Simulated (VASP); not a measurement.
MgO:

```
Mg O
1.0
     3.00785    0.00000    0.00000
    -1.50392    2.60487    0.00000
     0.00000    0.00000   14.73511
Mg O
6 6
Direct
  0.00000 0.00000 0.00000
  0.33333 0.66667 0.16667
  0.66667 0.33333 0.33333
  0.00000 0.00000 0.50000
  0.66667 0.33333 0.66667
  0.33333 0.66667 0.83333
  0.66667 0.33333 0.08333
  0.00000 0.00000 0.25000
  0.33333 0.66667 0.41667
  0.33333 0.66667 0.58333
  0.00000 0.00000 0.75000
  0.66667 0.33333 0.91667
```

- Program: VASP 6.6.1
- Task: relaxation of cell and atoms
- Functional: PBE
- Potentials or basis: VASP PAW PBE potentials, release 64 (Mg, O)
- Cutoff: 600 eV
- k mesh: 9 × 9 × 2
- Occupations: gaussian, width 0.02 eV
- Spin: no spin polarisation

At the start: pressure 1.2 GPa; volume 9.62 Å³/atom.

Task: How do energy, volume and symmetry change on relaxing?

Result: Over 7 steps the energy falls by 16.4 meV/atom and the volume is 9.66 Å³/atom (+0.4 %); space group P6_3/mmc (No. 194, to 0.05 Å).

The path:
| step | energy change (eV) | largest force (eV/Å) | pressure (GPa) | volume (Å³) |
| --- | --- | --- | --- | --- |
| 1 | 0.0000 | 1.0750 | 1.20 | 115.45 |
| 2 | -0.1813 | 0.3548 | -0.75 | 116.61 |
| 3 | -0.1844 | 0.3350 | -0.56 | 116.48 |
| 4 | -0.1955 | 0.0672 | 0.03 | 115.99 |
| 5 | -0.1955 | 0.0645 | -0.01 | 116.01 |
| 6 | -0.1965 | 0.0162 | 0.06 | 115.97 |
| 7 | -0.1965 | 0.0031 | 0.08 | 115.96 |

Final structure:
```
Mg O
1.0
     2.98517    0.00000    0.00000
    -1.49259    2.58523    0.00000
     0.00000    0.00000   15.02611
Mg O
6 6
Cartesian
  -1.4926 2.5852 0.0000
  0.0000 1.7235 2.5294
  1.4926 0.8617 4.9837
  0.0000 0.0000 7.5131
  1.4926 0.8617 10.0424
  0.0000 1.7235 12.4968
  1.4926 0.8617 1.3057
  0.0000 0.0000 3.7565
  0.0000 1.7235 6.2074
  0.0000 1.7235 8.8187
  0.0000 0.0000 11.2696
  1.4926 0.8617 13.7204
```
